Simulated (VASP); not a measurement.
Wanted: the native input for a VASP 6.6.1 run.

```yaml
Task: single point
Functional: BLYP
Potentials_or_basis: VASP PAW PBE potentials, release 64 (Rh_pv)
Cutoff: 520 eV
k_mesh: 11 × 11 × 11
Occupations: fermi-dirac, width 0.1 eV
Spin: no spin polarisation
Dipole_correction: no
Further_INCAR_settings: ALGO = Normal; EDIFF = 1e-07; NBANDS = 22
```

The structure of Rh lies in POSCAR:

```
Rh
1.0
    0.0000000000      2.8448102749      2.8448102749
    2.8448102749      0.0000000000      2.8448102749
    2.8448102749      2.8448102749      0.0000000000
Rh
2
Direct
    0.1250000000      0.1250000000      0.1250000000
    0.8750000000      0.8750000000      0.8750000000
```

This isn't the form of Rh at room conditions, which is fcc.

These files were run (other wordings do the same):

INCAR

```
PREC     = Accurate       # precision mode
ENCUT    = 520            # plane-wave cutoff, eV
EDIFF    = 1E-7           # SCF threshold, eV
ISMEAR   = -1             # smearing method
SIGMA    = 0.1            # smearing width, eV
LREAL    = F              # projectors in reciprocal space
LASPH    = T              # aspherical terms in the spheres
NELM     = 80             # most SCF steps
ALGO     = Normal         # electronic algorithm
ISIF     = 2              # what is computed and relaxed
LWAVE    = F              # write WAVECAR
LCHARG   = F              # write CHGCAR
GGA      = B5             # functional
ALDAX    = 1.0          
AGGAX    = 1.0          
AGGAC    = 1.0          
ALDAC    = 0.0          
NBANDS   = 22             # bands
```

KPOINTS

```
regular mesh
0
Gamma
  11 11 11
```

Potentials or basis: VASP PAW PBE potentials, release 64 (Rh_pv).

Launch:

```bash
$ cat potpaw_PBE.64/Rh_pv/POTCAR > POTCAR
$ mpirun -np 1 vasp_std > vasp.out
```

Results of the run:

```yaml
Pressure: -3.5 GPa
Band_gap_on_the_k_mesh: zero (bands 15 and 16 overlap by 0.96 eV)
```

Caveat: the cell stands under tension; the PAW data sets were made with another functional, which shifts forces and pressure a little.

Wall time 110 s on 1 thread of Intel Xeon 8259CL (shared host), peak memory 0.19 GiB.
